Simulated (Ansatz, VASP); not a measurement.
## Re in VASP and in Ansatz

The input INCAR:

```
PREC = Accurate
ENCUT = 520
EDIFF = 1E-8
ISMEAR = -1
SIGMA = 0.05
LREAL = F
LASPH = T
NELM = 80
ALGO = Normal
ISIF = 2
LWAVE = F
LCHARG = F
LEFG = T
NBANDS = 14
```

KPOINTS

```
Automatic mesh
0
Gamma
  14 14 8
```

File POSCAR:

```
Re
1.0
    2.6549590938      0.0000000000      0.0000000000
   -1.3274795469      2.2992620212      0.0000000000
    0.0000000000      0.0000000000      4.1620000000
Re
2
Direct
    0.3333333333      0.6666666667      0.2500000000
    0.6666666667      0.3333333333      0.7500000000
```

Input for Ansatz:

```yaml
crystal:
  lattice:
    - [2.6549590938, 0.0, 0.0]
    - [-1.3274795469, 2.2992620212, 0.0]
    - [0.0, 0.0, 4.162]
  atoms:
    - { symbol: Re, position: [0.3333333333, 0.6666666667, 0.25] }
    - { symbol: Re, position: [0.6666666667, 0.3333333333, 0.75] }
kpoints:
  mp_grid: { grid: [14, 14, 8] }
scf:
  occupations: { method: fermi_dirac, width: 0.05 }
hamiltonian:
  xc: lda
  pseudopotentials: { kind: all_electron, datasets: crystal }
output:
  forces: true
  stress: true
  eigenvalues: true
  efg: { contact_densities: true }
```

Change from the starting cell: equal xx and yy strain of +2 %, crystal datasets.

Alike in both runs: task electric field gradients; functional LDA; k mesh 14 × 14 × 8; occupations fermi-dirac, width 0.05 eV; no spin polarisation.

|  | VASP | Ansatz |
| --- | --- | --- |
| version | VASP 6.6.1 | Ansatz 0.2.0 |
| potentials or method | VASP PAW LDA potentials, release 64 (Re), cutoff 520 eV | all-electron PAW with datasets made for the crystal, scalar-relativistic |

```tsv
	VASP	Ansatz	Ansatz less VASP
pressure (GPa)	67.7	63.5	-4.25
traceless stress, the component that is largest in VASP (GPa)	13.57	13.73	+0.159
size of Vzz on the site where it differs most (V/Å²)	146.6	115.5	-31.10
```

LDA's correlation is that of Perdew and Zunger in VASP and of Perdew and Wang (1992) in Ansatz. Both programs put the cell under a high pressure, so it lies far from rest at this level. Ansatz ran all-electron here, and VASP with PAW potentials.

Spin-orbit coupling is off throughout. Noted on VASP's run: the cell as given lies far from equilibrium.
